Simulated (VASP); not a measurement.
# Zr (P6_3/mmc) in VASP: notebook

The runs below take Zr through single point, with b88 exchange, pbe correlation, PBEsol-based screened hybrid with 25 % exact exchange, PBEsol-based global hybrid with 25 % exact exchange, PBE0, PBE.

Program: VASP 6.6.1. These are calculated values, not measurements. Logs are shortened: lines on timing, memory, paths and dates and some standing lists are left out, and cuts for length are marked.

### 1 The cell of the first run

Symmetry: P6_3/mmc, No. 194, hexagonal system. Conventional cell: a = 3.232 Å, b = 3.232 Å, c = 5.147 Å, α = 90.00°, β = 90.00°, γ = 120.00°. Zr (site symmetry -6m2) has 12 Zr at 3.18 to 3.23 Å within 4.2 Å.

### 2 Single point, b88 exchange, pbe correlation

INCAR reads:

```
PREC = Accurate ; ENCUT = 500
EDIFF = 1E-6 ; ISMEAR = -1
SIGMA = 0.05 ; LREAL = F
LASPH = T ; NELM = 120
ALGO = Normal ; ISIF = 2
LWAVE = F ; LCHARG = F
GGA = LIBXC ; LIBXC1 = GGA_X_B88
LIBXC2 = GGA_C_PBE ; NBANDS = 19
GGA_COMPAT = F
```

KPOINTS reads:

```
Automatic mesh
0
Gamma
  9 9 5
```

POSCAR reads:

```
Zr
1.0
    3.2320000000      0.0000000000      0.0000000000
   -1.6160000000      2.7989941050      0.0000000000
    0.0000000000      0.0000000000      5.1470000000
Zr
2
Direct
    0.6666666667      0.3333333333      0.7500000000
    0.3333333333      0.6666666667      0.2500000000
```

Potentials or basis: VASP PAW PBE potentials, release 64 (Zr_sv).

On the command line:

```console
$ cat potpaw_PBE.64/Zr_sv/POTCAR > POTCAR
$ mpirun -np 1 vasp_std > vasp.out
```

OUTCAR:

```text
PREC = Accurate
   ENCUT = 500
   EDIFF = 1E-6
   ISMEAR = -1
   LREAL = F
   LASPH = T
   NELM = 120
   ISIF = 2
   GGA = LIBXC

 ion  position               nearest neighbor table
   1  0.667  0.333  0.750-   2 3.18   2 3.18   2 3.18   2 3.18   2 3.18   2 3.18
   2  0.333  0.667  0.250-   1 3.18   1 3.18   1 3.18   1 3.18   1 3.18   1 3.18

  LATTYP: Found a hexagonal cell.
 ALAT       =     3.2320000000
 C/A-ratio  =     1.5925123762

  Lattice vectors:

 A1 = (   3.2320000000,   0.0000000000,   0.0000000000)
 A2 = (  -1.6160000000,   2.7989941050,   0.0000000000)
 A3 = (   0.0000000000,   0.0000000000,   5.1470000000)

Analysis of symmetry for initial positions (statically):
=====================================================================
 Subroutine PRICEL returns:
 Original cell was already a primitive cell.

 Routine SETGRP: Setting up the symmetry group for a
 hexagonal supercell.

 Subroutine GETGRP returns: Found 24 space group operations
 (whereof 12 operations were pure point group operations)
 out of a pool of 24 trial point group operations.

The static configuration has the point symmetry D_3d.
 The point group associated with its full space group is D_6h.

Analysis of symmetry for dynamics (positions and initial velocities):
=====================================================================
 Subroutine PRICEL returns:
 Original cell was already a primitive cell.

 Routine SETGRP: Setting up the symmetry group for a
 hexagonal supercell.

 Subroutine GETGRP returns: Found 24 space group operations
 (whereof 12 operations were pure point group operations)
 out of a pool of 24 trial point group operations.

The dynamic configuration has the point symmetry D_3d.
 The point group associated with its full space group is D_6h.

 Subroutine INISYM returns: Found 24 space group operations
 (whereof 12 operations are pure point group operations),
 and found     1 'primitive' translations

----------------------------------------------------------------------------------------

                                     Primitive cell

  volume of cell :      46.5616

  direct lattice vectors                    reciprocal lattice vectors
     3.232000000  0.000000000  0.000000000     0.309405941  0.178635603  0.000000000
    -1.616000000  2.798994105  0.000000000     0.000000000  0.357271206  0.000000000
     0.000000000  0.000000000  5.147000000     0.000000000  0.000000000  0.194287935

  length of vectors
     3.232000000  3.232000000  5.147000000     0.357271206  0.357271206  0.194287935

  position of ions in fractional coordinates (direct lattice)
     0.666666667  0.333333333  0.750000000
     0.333333333  0.666666667  0.250000000

  ion indices of the primitive-cell ions
   primitive index   ion index
                 1           1
                 2           2

----------------------------------------------------------------------------------------

 KPOINTS: Automatic mesh

Automatic generation of k-mesh.
 Grid dimensions read from file:
 generate k-points for:    9    9    5

 Generating k-lattice:

  Cartesian coordinates                     Fractional coordinates (reciprocal lattice)
     0.034378438  0.019848400  0.000000000     0.111111111  0.000000000  0.000000000
     0.000000000  0.039696801  0.000000000     0.000000000  0.111111111  0.000000000
     0.000000000  0.000000000  0.038857587     0.000000000  0.000000000  0.200000000

  Length of vectors
     0.039696801  0.039696801  0.038857587

  Shift w.r.t. Gamma in fractional coordinates (k-lattice)
     0.000000000  0.000000000  0.000000000

 Subroutine IBZKPT returns following result:
 ===========================================

 Found     36 irreducible k-points:

 Following reciprocal coordinates:
            Coordinates               Weight
  0.000000  0.000000  0.000000      1.000000
  0.111111  0.000000  0.000000      6.000000
  0.222222  0.000000  0.000000      6.000000
  0.333333  0.000000  0.000000      6.000000
  0.444444  0.000000  0.000000      6.000000
  0.111111  0.111111  0.000000      6.000000
[... 16 lines left out ...]
  0.333333  0.222222  0.200000     24.000000
  0.333333  0.333333  0.200000      4.000000
 [... further k-points ...]
   k-points           NKPTS =     36   k-points in BZ     NKDIM =     36   number of bands    NBANDS=     19
   number of dos      NEDOS =    301   number of ions     NIONS =      2
   total plane-waves  NPLWV =  23040
   dimension x,y,z NGX =    24 NGY =   24 NGZ =   40
   dimension x,y,z NGXF=    48 NGYF=   48 NGZF=   80
   ions per type =               2
   NGX,Y,Z   is equivalent  to a cutoff of  12.34, 12.34, 12.92 a.u.
   NGXF,Y,Z  is equivalent  to a cutoff of  24.69, 24.69, 25.84 a.u.
 SYSTEM =  unknown system
   PREC   = accura    normal or accurate (medium, high low for compatibility)
   ISTART =      0    job   : 0-new  1-cont  2-samecut
   ICHARG =      2    charge: 1-file 2-atom 10-const
   ISPIN  =      1    spin polarized calculation?
   LNONCOLLINEAR =      F non collinear calculations
   LSORBIT =      F    spin-orbit coupling
   LASPH  =      T    aspherical Exc in radial PAW
   ENCUT  =  500.0 eV  36.75 Ry    6.06 a.u.   5.89  5.89  9.38*2*pi/ulx,y,z
   NELM   =    120;   NELMIN=  2; NELMDL= -5     # of ELM steps
   EDIFF  = 0.1E-05   stopping-criterion for ELM
   LREAL  =      F    real-space projection
   EDIFFG = 0.1E-04   stopping-criterion for IOM
   NSW    =      0    number of steps for IOM
   IBRION =     -1    ionic relax: 0-MD 1-quasi-New 2-CG
   NFREE  =      0    steps in history (QN), initial steepest desc. (CG)
   ISIF   =      2    stress and relaxation
   ISYM   =      2    0-nonsym 1-usesym 2-fastsym
   POTIM  = 0.5000    time-step for ionic-motion
   TEBEG  =    0.0;   TEEND  =   0.0 temperature during run
   PSTRESS=    0.0 pullay stress
   NELECT =      24.0000    total number of electrons
   NUPDOWN=      -1.0000    fix difference up-down
   EMIN   =  10.00;   EMAX   =-10.00  energy-range for DOS
   EFERMI =   0.00;   METHOD = LEGACY
   ISMEAR =    -1;   SIGMA  =   0.05  broadening in eV -4-tet -1-fermi 0-gaus
   EFERMI_NEDOS =   21; number of points for ismear=-14 and -15
   IALGO  =     38    algorithm
   IMIX   =      4    mixing-type and parameters
     AMIX     =   0.40;   BMIX     =  1.00
     AMIX_MAG =   1.60;   BMIX_MAG =  1.00
  volume/ion in A,a.u.               =      23.28       157.11
  Fermi-wavevector in a.u.,A,eV,Ry     =   1.312611  2.480475 23.442130  1.722948
  Thomas-Fermi vector in A             =   2.442991
   LORBIT       =      0    0 simple, 1 ext, 2 COOP (PROOUT), +10 PAW based schemes
   GGA     = LIBXC    functional components
   LHFCALC =     F    Hartree Fock is set to
   AEXX    =    0.0000 exact exchange contribution
   IVDW    =     0    specifies the selected vdW correction
   LEPSILON=     F    determine dielectric tensor
   LRPA    =     F    only Hartree local field effects (RPA)
 non-spin polarized calculation
  energy-cutoff  :      500.00
  volume of cell :       46.56
 maximum number of plane-waves:      1192
 NGX is ok and might be reduce to    24
   NGX = 11   NGY = 11   NGZ = 19

 number of electron      24.0000000 magnetization

 Free energy of the ion-electron system (eV)
  ---------------------------------------------------
  ext. energy  EPLUGINS =         0.00000000
  ---------------------------------------------------
  free energy    TOTEN  =       -16.85264846 eV

  energy without entropy =      -16.83605887  energy(sigma->0) =      -16.84435366

 E-fermi :   8.9735     XC(G=0): -11.0998

 val. band max:        8.9501600694   @ k =   0.3333   0.3333   0.4000
 cond. band min:       8.9871822936   @ k =   0.0000   0.0000   0.4000
 fundamental gap:      0.0370222242
 Fermi energy:         8.9734886990

 k-point     1 :       0.0000    0.0000    0.0000
  band No.  band energies     occupation
      1     -39.9003      2.00000
      2     -39.7460      2.00000
      3     -18.4204      2.00000
      4     -17.5522      2.00000
      5     -17.5522      2.00000
      6     -17.4155      2.00000
[... 11 lines left out ...]
     18      11.0800      0.00000
     19      13.3732      0.00000

 k-point     2 :       0.1111    0.0000    0.0000
  band No.  band energies     occupation
      1     -39.8865      2.00000
      2     -39.7404      2.00000
      3     -18.3831      2.00000
      4     -17.6337      2.00000
      5     -17.5788      2.00000
      6     -17.4950      2.00000
[... 11 lines left out ...]
     18      10.8003      0.00000
     19      13.5759      0.00000

 k-point     3 :       0.2222    0.0000    0.0000
  band No.  band energies     occupation
      1     -39.8503      2.00000
      2     -39.7274      2.00000
      3     -18.2803      2.00000
      4     -17.8396      2.00000
      5     -17.6989      2.00000
      6     -17.6426      2.00000
[... 11 lines left out ...]
     18      11.6418      0.00000
     19      13.9113      0.00000

 k-point     4 :       0.3333    0.0000    0.0000
  band No.  band energies     occupation
      1     -39.8051      2.00000
      2     -39.7161      2.00000
      3     -18.1388      2.00000
      4     -18.0725      2.00000
      5     -17.9171      2.00000
      6     -17.7111      2.00000
[... 11 lines left out ...]
     18      12.8408      0.00000
     19      14.1336      0.00000

 k-point     5 :       0.4444    0.0000    0.0000
  band No.  band energies     occupation
      1     -39.7703      2.00000
      2     -39.7139      2.00000
      3     -18.2228      2.00000
      4     -18.0533      2.00000
      5     -18.0120      2.00000
      6     -17.7542      2.00000
[... 11 lines left out ...]
     18      14.1840      0.00000
     19      14.2258      0.00000
[... 334 lines left out ...]
      2     -39.7192      2.00000
      3     -18.2748      2.00000
      4     -18.1294      2.00000
      5     -17.8915      2.00000
      6     -17.7570      2.00000
[... 11 lines left out ...]
     18      14.0378      0.00000
     19      14.8585      0.00000

 k-point    22 :       0.2222    0.2222    0.2000
  band No.  band energies     occupation
      1     -39.7762      2.00000
      2     -39.7201      2.00000
      3     -18.1645      2.00000
      4     -18.0776      2.00000
      5     -17.8599      2.00000
      6     -17.8072      2.00000
[... 11 lines left out ...]
     18      13.5921      0.00000
     19      14.4936      0.00000

 k-point    23 :       0.3333    0.2222    0.2000
  band No.  band energies     occupation
      1     -39.7481      2.00000
      2     -39.7198      2.00000
      3     -18.1860      2.00000
      4     -18.0977      2.00000
      5     -17.9416      2.00000
      6     -17.7901      2.00000
[... 11 lines left out ...]
     18      13.9926      0.00000
     19      15.4107      0.00000

 k-point    24 :       0.3333    0.3333    0.2000
  band No.  band energies     occupation
      1     -39.7290      2.00000
      2     -39.7290      2.00000
      3     -18.0823      2.00000
      4     -18.0749      2.00000
      5     -18.0749      2.00000
      6     -17.8228      2.00000
[... 11 lines left out ...]
     18      13.3366      0.00000
     19      15.6697      0.00000

 [... further k-points ...]

------------------------ aborting loop because EDIFF is reached ----------------------------------------

  FORCE on cell =-STRESS in cart. coord.  units (eV):
  Direction    XX          YY          ZZ          XY          YZ          ZX
  --------------------------------------------------------------------------------------
  -------------------------------------------------------------------------------------
  Total       -0.0305546     -0.0305546      0.2243059      0.0000000     -0.0000000      0.0000000
  in kB       -1.0513799     -1.0513799      7.7183373      0.0000000     -0.0000000      0.0000000
  external PRESSURE =       1.8718592 kB  Pullay stress =       0.0000000 kB

 VOLUME and BASIS-vectors are now :
 -----------------------------------------------------------------------------
  energy-cutoff  :      500.00
  volume of cell :       46.56
      direct lattice vectors                 reciprocal lattice vectors
     3.232000000  0.000000000  0.000000000     0.309405941  0.178635603  0.000000000
    -1.616000000  2.798994105  0.000000000     0.000000000  0.357271206  0.000000000
     0.000000000  0.000000000  5.147000000     0.000000000  0.000000000  0.194287935

 POSITION                                       TOTAL-FORCE (eV/Angst)
 -----------------------------------------------------------------------------------
      1.61600      0.93300      3.86025         0.000000     -0.000000      0.000000
     -0.00000      1.86600      1.28675        -0.000000      0.000000      0.000000
 -----------------------------------------------------------------------------------
    total drift:                               -0.000000      0.000000     -0.000000

  FREE ENERGIE OF THE ION-ELECTRON SYSTEM (eV)
  ---------------------------------------------------
  free  energy   TOTEN  =       -16.8526484562 eV

  energy  without entropy=      -16.8360588692  energy(sigma->0) =      -16.84435366
```

Wall time 58 s (1 thread of AMD EPYC, shared host); peak memory 0.13 GiB.

Results:

```
Free energy            : -16.8526 eV
Pressure               : 0.2 GPa
Band gap on the k mesh : zero (bands 12 and 13 overlap by 1.11 eV)
```

Caveat: the PAW data sets were made with another functional, which shifts forces and pressure a little.

(Continued in part 2 of 2.)
